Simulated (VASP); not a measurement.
Write the native input for VASP 6.6.1 that does the following.

| Item | Value |
| --- | --- |
| Task | single point |
| Functional | BLYP |
| Potentials or basis | VASP PAW PBE potentials, release 64 (Li_sv, Fe, N) |
| Cutoff | 520 eV |
| k mesh | 6 × 6 × 4 |
| Occupations | gaussian, width 0.1 eV |
| Spin | collinear spin, ferromagnetic start |
| Starting moments | [0.0, 0.45, 0.0] μB |
| Dipole correction | no |
| Further INCAR settings | ALGO = Normal; EDIFF = 1e-06; NBANDS = 19 |

The structure of LiFeN lies in POSCAR:

```
LiFeN
1.0
    3.1006003459      0.0000000000      0.0000000000
   -1.5503001730      2.6851986665      0.0000000000
    0.0000000000      0.0000000000      4.1453390000
Li Fe N
1 1 1
Direct
    0.3333333333      0.6666666667      0.0000000000
    0.6666666667      0.3333333333      0.5000000000
    0.3333333333      0.6666666667      0.5000000000
```

These files were run (other wordings do the same):

INCAR

```
AGGAC = 1.0 ; AGGAX = 1.0
ALDAC = 0.0 ; ALDAX = 1.0
ALGO = Normal ; EDIFF = 1E-6
ENCUT = 520 ; GGA = B5
ISIF = 2 ; ISMEAR = 0
ISPIN = 2 ; LASPH = T
LCHARG = F ; LMAXMIX = 4
LORBIT = 11 ; LREAL = F
LWAVE = F ; MAGMOM = 0 0.45 0
NBANDS = 19 ; NELM = 150
PREC = Accurate ; SIGMA = 0.1
```

KPOINTS

```
k-points
0
Gamma
  6 6 4
```

Potentials or basis: VASP PAW PBE potentials, release 64 (Li_sv, Fe, N).

The run is started by

```sh
$ cat potpaw_PBE.64/Li_sv/POTCAR potpaw_PBE.64/Fe/POTCAR potpaw_PBE.64/N/POTCAR > POTCAR
$ mpirun -np 1 vasp_std > vasp.out
```

It gave:

```json
{
 "Band gap on the k mesh": "zero (filled and empty bands overlap)",
 "Net moment": "0.01 μB per cell",
 "Valence electrons inside the program's atomic spheres": "Li 2.10; Fe 7.69; N 3.74"
}
```

Caveat: the k points lie up to 0.39 Å⁻¹ apart.

It took 38 s on 1 thread of Intel Xeon 6975P-C, with other jobs on the host, peak memory 0.17 GiB.
